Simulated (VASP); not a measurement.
Input of a VASP 6.6.1 run:

Contents of INCAR:

```
SYSTEM = Sc
PREC = Accurate
ENCUT = 520
EDIFF = 1E-6
ISMEAR = -1
SIGMA = 0.05
LREAL = .FALSE.
LASPH = .TRUE.
NELM = 100
ALGO = Normal
ISIF = 2
LWAVE = .FALSE.
LCHARG = .FALSE.
GGA = PE
NBANDS = 12
```

The input KPOINTS:

```
Automatic mesh
0
G
  16 16 16
  0 0 0
```

File POSCAR:

```
Sc
1.0
   -1.3552740570      1.3552740570      1.3552740570
    1.3552740570     -1.3552740570      1.3552740570
    1.3552740570      1.3552740570     -1.3552740570
Sc
1
Direct
    0.0000000000      0.0000000000      0.0000000000
```

Potentials or basis: VASP PAW PBE potentials, release 64 (Sc_sv).

Launch:

```sh
$ cat potpaw_PBE.64/Sc_sv/POTCAR > POTCAR
$ mpirun -np 1 vasp_std > vasp.out
```

Question: What does it give for the pressure?

Answer: 169.7 GPa.
